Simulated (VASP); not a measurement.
Here is a VASP 6.6.1 calculation.

The input POSCAR:

```
SiC
1.0
    0.0000000000      2.1780523510      2.1998328745
    2.1780523510      0.0000000000      2.1998328745
    2.1780523510      2.1780523510      0.0000000000
Si C
1 1
Direct
    0.0000000000      0.0000000000      0.0000000000
    0.2500000000      0.2500000000      0.2500000000
```

Contents of INCAR.step1:

```
PREC = Accurate ; ENCUT = 500
EDIFF = 1E-8 ; ISMEAR = 0
SIGMA = 0.01 ; LREAL = F
LASPH = T ; NELM = 100
ALGO = Normal ; LWAVE = T
LCHARG = F ; GGA = PE
```

INCAR.step2

```
PREC = Accurate ; ENCUT = 500
EDIFF = 1E-8 ; ISMEAR = 0
SIGMA = 0.01 ; LREAL = F
LASPH = T ; NELM = 1
ALGO = Exact ; LWAVE = T
LCHARG = F ; GGA = PE
NBANDS = 91 ; LOPTICS = T
ISTART = 1
```

INCAR.step3

```
PREC = Accurate ; ENCUT = 500
EDIFF = 1E-8 ; ISMEAR = 0
SIGMA = 0.01 ; LREAL = F
LASPH = T ; ALGO = EVGW0
LWAVE = F ; LCHARG = F
GGA = PE ; NELMGW = 1
NBANDS = 91 ; ENCUTGW = 150.0
NOMEGA = 96 ; PRECFOCK = Fast
ISTART = 1 ; NBANDSGW = 12
OMEGAMAX = 20
```

KPOINTS

```
Automatic mesh
0
Gamma
  6 6 6
```

Potentials or basis: VASP PAW PBE potentials, release 64 (Si_GW, C_GW).

Run with:

```console
$ cat potpaw_PBE.64/Si_GW/POTCAR potpaw_PBE.64/C_GW/POTCAR > POTCAR
$ cp INCAR.step1 INCAR
$ mpirun -np 1 vasp_std > vasp.out
$ cp INCAR.step2 INCAR
$ mpirun -np 1 vasp_std > vasp.out
$ cp INCAR.step3 INCAR
$ mpirun -np 1 vasp_std > vasp.out
```

Task: Estimate the quasiparticle gap.

Result: 2.10 eV.

Task: What does it give for the least direct quasiparticle gap?

Result: 5.55 eV.

Task: Estimate the band gap of the starting levels on the mesh.

Result: 1.31 eV.

Task: What does it give for the least direct gap of the starting levels on the mesh?

Result: 4.52 eV.

Caveat: the k points lie up to 0.42 Å⁻¹ apart; bands, screening cutoff and mesh are small and nothing is extrapolated, so the quasiparticle values aren't converged.
